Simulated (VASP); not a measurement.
Input of a VASP 6.6.1 run:

Contents of INCAR:

```
  PREC = Accurate
  ENCUT = 500
  EDIFF = 1E-6
  ISMEAR = 0
  SIGMA = 0.02
  LREAL = F
  LASPH = T
  NELM = 120
  ALGO = Normal
  ISIF = 2
  LWAVE = F
  LCHARG = F
  GGA = PS
  NBANDS = 16
  GGA_COMPAT = F
```

KPOINTS

```
regular mesh
0
Gamma
  10 10 10
```

Contents of POSCAR:

```
InP
1.0
    0.0000000000      2.9392576381      2.9392576381
    2.9392576381      0.0000000000      2.9392576381
    2.9392576381      2.9392576381      0.0000000000
In P
1 1
Direct
    0.0000000000      0.0000000000      0.0000000000
    0.7500000000      0.7500000000      0.7500000000
```

Potentials or basis: VASP PAW PBE potentials, release 64 (In_d, P).

Command:

```sh
$ cat potpaw_PBE.64/In_d/POTCAR potpaw_PBE.64/P/POTCAR > POTCAR
$ mpirun -np 1 vasp_std > vasp.out
```

Problem. Estimate the pressure.

Solution. 0.0 GPa.

Problem. What does it give for the band gap on the k mesh?

Solution. 0.57 eV, direct.

Caveat: the PAW data sets were made with another functional, which shifts forces and pressure a little; spin-orbit coupling is left out, which moves the levels of the heavy elements.
